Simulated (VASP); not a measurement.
# CsH (rocksalt type) (Fm-3m) in VASP: density of states with LDA

Aim: the density of states of CsH (rocksalt type) with LDA.

Everything below comes from runs of VASP 6.6.1. Logs are shortened: lines on timing, memory, paths and dates and some standing lists are left out, and cuts for length are marked.

## Step 1: The cell of the first run

The structure is cubic, space group Fm-3m (No. 225). Conventional cell: a = 4.601 Å, b = 4.601 Å, c = 4.601 Å, α = 90.00°, β = 90.00°, γ = 90.00°. Within 3.0 Å of Cs (site symmetry m-3m) lie 6 H at 2.30 Å. H (site symmetry m-3m) has 6 Cs at 2.30 Å within 3.0 Å.

## Step 2: Density of states, LDA (volume scaled by 0.43)

POSCAR reads:

```
CsH
1.0
    0.0000000000      2.3005375600      2.3005375600
    2.3005375600      0.0000000000      2.3005375600
    2.3005375600      2.3005375600      0.0000000000
Cs H
1 1
Direct
    0.0000000000      0.0000000000      0.0000000000
    0.5000000000      0.5000000000      0.5000000000
```

INCAR.step1 reads:

```
SYSTEM = CsH
PREC     = Accurate       ! precision mode
ENCUT    = 520            ! plane-wave cutoff, eV
EDIFF    = 1E-6           ! SCF threshold, eV
ISMEAR   = -1             ! smearing method
SIGMA    = 0.05           ! smearing width, eV
LREAL    = .FALSE.        ! projectors in reciprocal space
LASPH    = .TRUE.         ! aspherical terms in the spheres
NELM     = 100            ! most SCF steps
ALGO     = Normal         ! electronic algorithm
ISIF     = 2              ! what is computed and relaxed
LWAVE    = .FALSE.        ! write WAVECAR
LCHARG   = .TRUE.         ! write CHGCAR
GGA      = CA             ! functional
NBANDS   = 12             ! bands
```

KPOINTS.step1 reads:

```
regular mesh
0
G
  12 12 12
  0 0 0
```

INCAR.step2 reads:

```
SYSTEM = CsH
PREC     = Accurate       ! precision mode
ENCUT    = 520            ! plane-wave cutoff, eV
EDIFF    = 1E-6           ! SCF threshold, eV
ISMEAR   = -5             ! smearing method
SIGMA    = 0.05           ! smearing width, eV
LREAL    = .FALSE.        ! projectors in reciprocal space
LASPH    = .TRUE.         ! aspherical terms in the spheres
NELM     = 100            ! most SCF steps
ALGO     = Normal         ! electronic algorithm
ISIF     = 2              ! what is computed and relaxed
LWAVE    = .FALSE.        ! write WAVECAR
LCHARG   = .FALSE.        ! write CHGCAR
GGA      = CA             ! functional
LORBIT   = 11             ! projections on sites
NBANDS   = 12             ! bands
NEDOS    = 2001           ! points of the DOS
ICHARG   = 11             ! starting density
```

KPOINTS.step2 reads:

```
regular mesh
0
G
  18 18 18
  0 0 0
```

Potentials or basis: VASP PAW LDA potentials, release 64 (Cs_sv, H).

Run with:

```console
$ cat potpaw_LDA.64/Cs_sv/POTCAR potpaw_LDA.64/H/POTCAR > POTCAR
$ cp INCAR.step1 INCAR
$ cp KPOINTS.step1 KPOINTS
$ mpirun -np 1 vasp_std > vasp.out
$ cp INCAR.step2 INCAR
$ cp KPOINTS.step2 KPOINTS
$ mpirun -np 1 vasp_std > vasp.out
```

OUTCAR:

```text
SYSTEM = CsH
   PREC = Accurate
   ENCUT = 520
   EDIFF = 1E-6
   ISMEAR = -5
   LREAL = .FALSE.
   LASPH = .TRUE.
   NELM = 100
   ISIF = 2
   GGA = CA
   LORBIT = 11
   ICHARG = 11

 ion  position               nearest neighbor table
   1  0.000  0.000  0.000-
   2  0.500  0.500  0.500-

  LATTYP: Found a face centered cubic cell.
 ALAT       =     4.6010751200

  Lattice vectors:

 A1 = (   0.0000000000,   2.3005375600,   2.3005375600)
 A2 = (   2.3005375600,   0.0000000000,   2.3005375600)
 A3 = (   2.3005375600,   2.3005375600,   0.0000000000)

Analysis of symmetry for initial positions (statically):
=====================================================================
 Subroutine PRICEL returns:
 Original cell was already a primitive cell.

 Routine SETGRP: Setting up the symmetry group for a
 face centered cubic supercell.

 Subroutine GETGRP returns: Found 48 space group operations
 (whereof 48 operations were pure point group operations)
 out of a pool of 48 trial point group operations.

The static configuration has the point symmetry O_h .

Analysis of symmetry for dynamics (positions and initial velocities):
=====================================================================
 Subroutine PRICEL returns:
 Original cell was already a primitive cell.

 Routine SETGRP: Setting up the symmetry group for a
 face centered cubic supercell.

 Subroutine GETGRP returns: Found 48 space group operations
 (whereof 48 operations were pure point group operations)
 out of a pool of 48 trial point group operations.

The dynamic configuration has the point symmetry O_h .

 Subroutine INISYM returns: Found 48 space group operations
 (whereof 48 operations are pure point group operations),
 and found     1 'primitive' translations

----------------------------------------------------------------------------------------

                                     Primitive cell

  volume of cell :      24.3511

  direct lattice vectors                    reciprocal lattice vectors
     0.000000000  2.300537560  2.300537560    -0.217340507  0.217340507  0.217340507
     2.300537560  0.000000000  2.300537560     0.217340507 -0.217340507  0.217340507
     2.300537560  2.300537560  0.000000000     0.217340507  0.217340507 -0.217340507

  length of vectors
     3.253451418  3.253451418  3.253451418     0.376444801  0.376444801  0.376444801

  position of ions in fractional coordinates (direct lattice)
     0.000000000  0.000000000  0.000000000
     0.500000000  0.500000000  0.500000000

  ion indices of the primitive-cell ions
   primitive index   ion index
                 1           1
                 2           2

----------------------------------------------------------------------------------------

 KPOINTS: regular mesh

Automatic generation of k-mesh.
 Grid dimensions read from file:
 generate k-points for:   18   18   18

 Generating k-lattice:

  Cartesian coordinates                     Fractional coordinates (reciprocal lattice)
    -0.012074473  0.012074473  0.012074473     0.055555556  0.000000000  0.000000000
     0.012074473 -0.012074473  0.012074473     0.000000000  0.055555556  0.000000000
     0.012074473  0.012074473 -0.012074473     0.000000000  0.000000000  0.055555556

  Length of vectors
     0.020913600  0.020913600  0.020913600

  Shift w.r.t. Gamma in fractional coordinates (k-lattice)
     0.000000000  0.000000000  0.000000000

 TETIRR: Found    806 inequivalent tetrahedra from    34992

 Subroutine IBZKPT returns following result:
 ===========================================

 Found    195 irreducible k-points:

 Following reciprocal coordinates:
            Coordinates               Weight
  0.000000  0.000000  0.000000      1.000000
  0.055556  0.000000  0.000000      8.000000
  0.111111  0.000000  0.000000      8.000000
  0.166667  0.000000  0.000000      8.000000
  0.222222  0.000000  0.000000      8.000000
  0.277778  0.000000  0.000000      8.000000
[... 16 lines left out ...]
 -0.277778  0.055556  0.000000     24.000000
 -0.222222  0.055556  0.000000     24.000000
 [... further k-points ...]
   k-points           NKPTS =    195   k-points in BZ     NKDIM =    195   number of bands    NBANDS=     12
   number of dos      NEDOS =   2001   number of ions     NIONS =      2
   total plane-waves  NPLWV =  13824
   dimension x,y,z NGX =    24 NGY =   24 NGZ =   24
   dimension x,y,z NGXF=    48 NGYF=   48 NGZF=   48
   ions per type =               1   1
   NGX,Y,Z   is equivalent  to a cutoff of  12.26, 12.26, 12.26 a.u.
   NGXF,Y,Z  is equivalent  to a cutoff of  24.53, 24.53, 24.53 a.u.
 SYSTEM =  CsH
   PREC   = accura    normal or accurate (medium, high low for compatibility)
   ISTART =      0    job   : 0-new  1-cont  2-samecut
   ICHARG =     11    charge: 1-file 2-atom 10-const
   ISPIN  =      1    spin polarized calculation?
   LNONCOLLINEAR =      F non collinear calculations
   LSORBIT =      F    spin-orbit coupling
   LASPH  =      T    aspherical Exc in radial PAW
   ENCUT  =  520.0 eV  38.22 Ry    6.18 a.u.   6.05  6.05  6.05*2*pi/ulx,y,z
   NELM   =    100;   NELMIN=  2; NELMDL=  0     # of ELM steps
   EDIFF  = 0.1E-05   stopping-criterion for ELM
   LREAL  =      F    real-space projection
   EDIFFG = 0.1E-04   stopping-criterion for IOM
   NSW    =      0    number of steps for IOM
   IBRION =     -1    ionic relax: 0-MD 1-quasi-New 2-CG
   NFREE  =      0    steps in history (QN), initial steepest desc. (CG)
   ISIF   =      2    stress and relaxation
   ISYM   =      2    0-nonsym 1-usesym 2-fastsym
   POTIM  = 0.5000    time-step for ionic-motion
   TEBEG  =    0.0;   TEEND  =   0.0 temperature during run
   PSTRESS=    0.0 pullay stress
   NELECT =      10.0000    total number of electrons
   NUPDOWN=      -1.0000    fix difference up-down
   EMIN   =  10.00;   EMAX   =-10.00  energy-range for DOS
   EFERMI =   0.00;   METHOD = LEGACY
   ISMEAR =    -5;   SIGMA  =   0.05  broadening in eV -4-tet -1-fermi 0-gaus
   EFERMI_NEDOS =   21; number of points for ismear=-14 and -15
   IALGO  =     38    algorithm
   IMIX   =      4    mixing-type and parameters
     AMIX     =   0.40;   BMIX     =  1.00
     AMIX_MAG =   1.60;   BMIX_MAG =  1.00
  volume/ion in A,a.u.               =      12.18        82.16
  Fermi-wavevector in a.u.,A,eV,Ry     =   1.216846  2.299505 20.146329  1.480713
  Thomas-Fermi vector in A             =   2.352186
   LORBIT       =     11    0 simple, 1 ext, 2 COOP (PROOUT), +10 PAW based schemes
   GGA     = CA    functional components
   LHFCALC =     F    Hartree Fock is set to
   AEXX    =    0.0000 exact exchange contribution
   IVDW    =     0    specifies the selected vdW correction
   LEPSILON=     F    determine dielectric tensor
   LRPA    =     F    only Hartree local field effects (RPA)
 non-spin polarized calculation
 Fermi weights with tetrahedron method with Bloechl corrections
  energy-cutoff  :      520.00
  volume of cell :       24.35
 maximum number of plane-waves:       666

 number of electron      10.0000000 magnetization

 Free energy of the ion-electron system (eV)
  ---------------------------------------------------
  ext. energy  EPLUGINS =         0.00000000
  ---------------------------------------------------
  free energy    TOTEN  =        -2.21244583 eV

  energy without entropy =       -2.21244583  energy(sigma->0) =       -2.21244583

 E-fermi :   7.5594     XC(G=0): -11.7219

 val. band max:        7.6087277749   @ k =  -0.3333   0.0556   0.0000
 cond. band min:       7.6073389653   @ k =   0.4444   0.3889   0.0556
 fundamental gap:     -0.0013888096
 Fermi energy:         7.5594340441

 k-point     1 :       0.0000    0.0000    0.0000
  band No.  band energies     occupation
      1     -17.2351      2.00000
      2       0.8917      2.00000
      3       0.8917      2.00000
      4       0.8917      2.00000
      5       5.3874      2.00000
      6      12.0924      0.00000
      7      12.0924      0.00000
      8      12.0924      0.00000
      9      16.1317      0.00000
     10      16.8773      0.00000
     11      16.8773      0.00000
     12      18.5655      0.00000

 k-point     2 :       0.0556    0.0000    0.0000
  band No.  band energies     occupation
      1     -17.1899      2.00000
      2       0.4842      2.00000
      3       0.8598      2.00000
      4       0.8598      2.00000
      5       5.6699      2.00000
      6      11.8819      0.00000
      7      12.1850      0.00000
      8      12.1850      0.00000
      9      16.4596      0.00000
     10      16.4596      0.00000
     11      16.5892      0.00000
     12      17.8382      0.00000

 k-point     3 :       0.1111    0.0000    0.0000
  band No.  band energies     occupation
      1     -17.0564      2.00000
      2      -0.4845      2.00000
      3       0.7705      2.00000
      4       0.7705      2.00000
      5       6.2570      2.00000
      6      11.4605      0.00000
      7      12.4159      0.00000
      8      12.4159      0.00000
      9      15.7444      0.00000
     10      15.7444      0.00000
     11      16.7366      0.00000
     12      18.0357      0.00000
[... 286 lines left out ...]
 k-point    23 :      -0.2778    0.0556    0.0000
  band No.  band energies     occupation
      1     -16.0687      2.00000
      2      -4.4243      2.00000
      3      -0.0986      2.00000
      4       0.4141      2.00000
      5       7.4962      1.99415
      6       9.9193      0.00000
      7      11.8942      0.00000
      8      12.2368      0.00000
      9      15.8002      0.00000
     10      16.5816      0.00000
     11      18.1364      0.00000
     12      24.6388      0.00000

 k-point    24 :      -0.2222    0.0556    0.0000
  band No.  band energies     occupation
      1     -16.4122      2.00000
      2      -3.3134      2.00000
      3       0.0492      2.00000
      4       0.5757      2.00000
      5       7.3355      2.00000
      6      10.4514      0.00000
      7      12.3191      0.00000
      8      12.3413      0.00000
      9      14.8753      0.00000
     10      16.3828      0.00000
     11      17.0642      0.00000
     12      22.3998      0.00000

 [... further k-points ...]
[... 5 lines left out ...]
  --------------------------------------------------------------------------------------
  -------------------------------------------------------------------------------------
  Total        8.5145306      8.5145306      8.5145306      0.0000000      0.0000000      0.0000000
  in kB      560.2131656    560.2131656    560.2131656      0.0000000      0.0000000      0.0000000
  external PRESSURE =     560.2131656 kB  Pullay stress =       0.0000000 kB

 VOLUME and BASIS-vectors are now :
 -----------------------------------------------------------------------------
  energy-cutoff  :      520.00
  volume of cell :       24.35
      direct lattice vectors                 reciprocal lattice vectors
     0.000000000  2.300537560  2.300537560    -0.217340507  0.217340507  0.217340507
     2.300537560  0.000000000  2.300537560     0.217340507 -0.217340507  0.217340507
     2.300537560  2.300537560  0.000000000     0.217340507  0.217340507 -0.217340507

 POSITION                                       TOTAL-FORCE (eV/Angst)
 -----------------------------------------------------------------------------------
      0.00000      0.00000      0.00000        -0.000000      0.000000     -0.000000
      2.30054      2.30054      2.30054         0.000000     -0.000000      0.000000
 -----------------------------------------------------------------------------------
    total drift:                                0.000000     -0.000000     -0.000000

  FREE ENERGIE OF THE ION-ELECTRON SYSTEM (eV)
  ---------------------------------------------------
  free  energy   TOTEN  =        -2.2124458321 eV

  energy  without entropy=       -2.2124458321  energy(sigma->0) =       -2.21244583

 total charge

# of ion       s       p       d       tot
------------------------------------------
    1        1.842   4.636   0.345   6.822
    2        0.607   0.013   0.000   0.620
--------------------------------------------------
tot          2.449   4.649   0.345   7.442
```

It took 22 s on 1 thread of AMD EPYC 9R45 (Zen 5), shared host; peak memory 0.13 GiB.

What came out:

```
Valence electrons inside the program's atomic spheres : Cs 6.82; H 0.62
```

Caveat: spin-orbit coupling is left out, which moves the levels of the heavy elements; tetrahedron occupations give inexact forces and stress in metals.
